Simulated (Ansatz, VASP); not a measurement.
Hf3SnS4 in VASP and in Ansatz

File INCAR:

```
SYSTEM = Hf3SnS4
ALGO = Normal
EDIFF = 1E-7
EDIFFG = -0.08
ENCUT = 500
GGA = PE
GGA_COMPAT = .False.
IBRION = 2
ISIF = 3
ISMEAR = 0
LASPH = .True.
LCHARG = .False.
LREAL = .False.
LWAVE = .False.
NELM = 120
NELMIN = 4
NSW = 36
PREC = Accurate
SIGMA = 0.15
```

File KPOINTS:

```
k-points
0
Gamma
  3 2 2
  0 0 0
```

Contents of POSCAR:

```
Hf3SnS4
1.0
    3.8127966900      0.0000000000      0.0000000000
    0.0000000000      5.4254300100      0.0000000000
    0.0000000000      0.0000000000      7.6768622100
Hf Sn S
3 1 4
Direct
    0.5000000000      0.5000000000      0.2552588300
    0.0000000000      0.0000000000      0.5000000000
    0.5000000000      0.5000000000      0.7447411700
    0.0000000000      0.0000000000      0.0000000000
    0.0000000000      0.5000000000      0.5000000000
    0.5000000000      0.0000000000      0.7639618500
    0.0000000000      0.5000000000      0.0000000000
    0.5000000000      0.0000000000      0.2360381500
```

Input for Ansatz:

```yaml
crystal:
  lattice:
    - [3.81279669, 0.0, 0.0]
    - [0.0, 5.42543001, 0.0]
    - [0.0, 0.0, 7.67686221]
  atoms:
    - { symbol: Hf, position: [0.5, 0.5, 0.25525883] }
    - { symbol: Hf, position: [0.0, 0.0, 0.5] }
    - { symbol: Hf, position: [0.5, 0.5, 0.74474117] }
    - { symbol: Sn, position: [0.0, 0.0, 0.0] }
    - { symbol: S, position: [0.0, 0.5, 0.5] }
    - { symbol: S, position: [0.5, 0.0, 0.76396185] }
    - { symbol: S, position: [0.0, 0.5, 0.0] }
    - { symbol: S, position: [0.5, 0.0, 0.23603815] }
basis:
  ecutwfc: 420
kpoints:
  mp_grid: { grid: [3, 2, 2] }
hamiltonian:
  xc: pbe
scf:
  occupations: { method: gaussian, width: 0.15 }
  lower_state_search: "off"
output:
  forces: true
  stress: true
  eigenvalues: true
relax:
  adjacent_minimum: "off"
  f_tol: 0.08
  max_steps: 16
  cell: { stress_tol: 0.8 }
```

Change from the starting cell: species swapped into the Sm3TmS4 type (Pmmm, No. 47).

Alike in both runs: task relaxation of cell and atoms; functional PBE; k mesh 3 × 2 × 2; occupations gaussian, width 0.15 eV; no spin polarisation.

```csv
,VASP,Ansatz
version,VASP 6.6.1,Ansatz 0.2.0
potentials or method,"VASP PAW PBE potentials, release 64 (Hf_pv, Sn_d, S), cutoff 500 eV","scalar-relativistic, plane waves, PAW"
valence electrons in the cell,68,116
```

|  | VASP | Ansatz | Ansatz less VASP |
| --- | --- | --- | --- |
| gap on the k mesh at the Fermi level, each at its own relaxed structure (eV) | none | none | - |
| relaxed volume (Å³/atom) | 19.25 | 19.33 | +0.075 |
| relaxed length of the cell vector where the two differ most in proportion (Å) | 7.458 | 7.510 | +0.0525 |

A gap of «none» marks a metal or a gap that the smearing closes. VASP's potentials hold 68 valence electrons a cell and Ansatz's 116, so a difference there can come from the potentials and not from the codes.

The k mesh is coarse, so the values compare programs but aren't converged. Spin-orbit coupling is off throughout.
